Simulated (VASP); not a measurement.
CaTaO6, 8 atoms in the cell. Symmetry: P4/mmm, No. 123, tetragonal system. Conventional cell: a = 3.713 Å, b = 3.713 Å, c = 7.539 Å, α = 90.00°, β = 90.00°, γ = 90.00°. Within 2.5 Å of Ca (site symmetry 4/mmm) lie 4 O at 1.86 Å. Within 2.6 Å of Ta (site symmetry 4/mmm) lie 8 O at 1.95 Å. Within 1.6 Å of O (site symmetry m2m) lie 1 O at 1.20 Å. O (site symmetry mmm) has 2 Ca at 1.86 Å within 2.5 Å. The cell was generated, and may not be a known phase.

| Quantity | Value |
| --- | --- |
| Program | VASP 6.6.1 |
| Task | relaxation of cell and atoms |
| Functional | PBE |
| Potentials or basis | VASP PAW PBE potentials, release 64 (Ca_sv, Ta_pv, O) |
| Cutoff | 600 eV |
| k mesh | 4 × 4 × 2 |
| Occupations | gaussian, width 0.2 eV |
| Spin | no spin polarisation |
| Dipole correction | no |
| Further INCAR settings | ALGO = Normal; EDIFF = 1e-06; IBRION = 2; EDIFFG = -0.08; NSW = 36; ISIF = 3 |

Potentials or basis: VASP PAW PBE potentials, release 64 (Ca_sv, Ta_pv, O).

Run with:

```bash
$ cat potpaw_PBE.64/Ca_sv/POTCAR potpaw_PBE.64/Ta_pv/POTCAR potpaw_PBE.64/O/POTCAR > POTCAR
$ mpirun -np 1 vasp_std > vasp.out
```

Hardware: 1 thread of AMD EPYC 7R43 64-Core Processor (Zen 3) (shared host).

Q: Estimate the wall time of this run.

A: Run time: 37 min on 1 thread of AMD EPYC 7R43 64-Core Processor (Zen 3), on a shared host, peak memory 0.22 GiB. Counts: scf iterations 415, k points 12, ion steps 29.
